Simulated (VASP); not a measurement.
Here is a VASP 6.6.1 calculation.

The input INCAR:

```
SYSTEM = NiPt
PREC = Accurate ; ENCUT = 520
EDIFF = 1E-6 ; ISMEAR = -1
SIGMA = 0.1 ; LREAL = .False.
LASPH = .True. ; NELM = 100
ALGO = Normal ; ISIF = 2
LWAVE = .False. ; LCHARG = .False.
NBANDS = 17
```

The input KPOINTS:

```
Automatic mesh
0
Gamma
  11 11 8
  0 0 0
```

The input POSCAR:

```
NiPt
1.0
    2.6356571635      0.0000000000      0.0000000000
    0.0000000000      2.6356571635      0.0000000000
    0.0000000000      0.0000000000      3.4802340486
Ni Pt
1 1
Direct
    0.5000000000      0.5000000000      0.5000000000
    0.0000000000      0.0000000000      0.0000000000
```

Potentials or basis: VASP PAW LDA potentials, release 64 (Ni, Pt).

Run with:

```bash
$ cat potpaw_LDA.64/Ni/POTCAR potpaw_LDA.64/Pt/POTCAR > POTCAR
$ mpirun -np 1 vasp_std > vasp.out
```

**Question.** What does it give for the band gap on the k mesh?

**Answer.** Zero (band 10 reaches 12.32 eV, above the bottom of band 11 at 10.43 eV).

**Question.** Estimate the pressure.

**Answer.** 9.6 GPa.

Stress tensor (GPa, compression positive):
```
9.90 0.00 0.00
0.00 9.90 0.00
0.00 0.00 8.92
```

Caveat: spin-orbit coupling is left out, which moves the levels of the heavy elements. Spin polarisation is off, so any magnetic state and its effect on volume and gap are missing.
